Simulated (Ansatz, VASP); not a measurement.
# MgAs3 in VASP and in Ansatz

```
Mg As
1.0
     4.27292    0.00000    0.00000
     0.00000    4.27292    0.00000
     0.00000    0.00000    4.27292
Mg As
1 3
Direct
  0.00000 0.00000 0.00000
  0.00000 0.50000 0.50000
  0.50000 0.00000 0.50000
  0.50000 0.50000 0.00000
```

Alike in both runs: functional PBE; k mesh 12 × 12 × 12; occupations gaussian, width 0.1 eV; no spin polarisation.

Ansatz relaxed the structure, and its values are those at the end. VASP's run is a single point on that final structure, the one shown.

```csv
,VASP,Ansatz
version,VASP 6.6.1,Ansatz 0.2.0
potentials or method,"VASP PAW PBE potentials, release 64 (Mg, As), cutoff 520 eV","scalar-relativistic, plane waves, PAW"
valence electrons in the cell,17,55
```

|  | VASP | Ansatz | Ansatz less VASP |
| --- | --- | --- | --- |
| gap on the k mesh at the Fermi level (eV) | none | none | - |
| pressure (GPa) | 0.0 | 0.0 | +0.01 |

A gap of «none» marks a metal or a gap that the smearing closes. VASP's potentials hold 17 valence electrons a cell and Ansatz's 55, so a difference there can come from the potentials and not from the codes.
